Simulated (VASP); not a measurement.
SrO:

```
Sr O
1.0
     0.00000    2.57989    2.57989
     2.57989    0.00000    2.57989
     2.57989    2.57989    0.00000
Sr O
1 1
Direct
  0.00000 0.00000 0.00000
  0.50000 0.50000 0.50000
```

Base run:

* Program: VASP 6.6.1
* Functional: LDA
* Potentials or basis: VASP PAW LDA potentials, release 64 (Sr_sv, O)
* Cutoff: 520 eV
* k mesh: 8 × 8 × 8
* Occupations: gaussian, width 0.01 eV
* Spin: no spin polarisation

Its results: band gap on the k mesh 3.11 eV, indirect (least direct gap 3.20 eV); pressure -4.5 GPa.

**Question.** The run is repeated on the same cell with these changes: functional from LDA to r2SCAN; potentials or basis from VASP PAW LDA potentials, release 64 (Sr_sv, O) to VASP PAW PBE potentials, release 64 (Sr_sv, O). What comes out?

**Answer.** Band gap on the k mesh 3.75 eV, indirect (least direct gap 3.84 eV); pressure 0.5 GPa.

Caveats: the PAW data sets were made with another functional, which shifts forces and pressure a little (some runs).

A k mesh can miss the band edges.
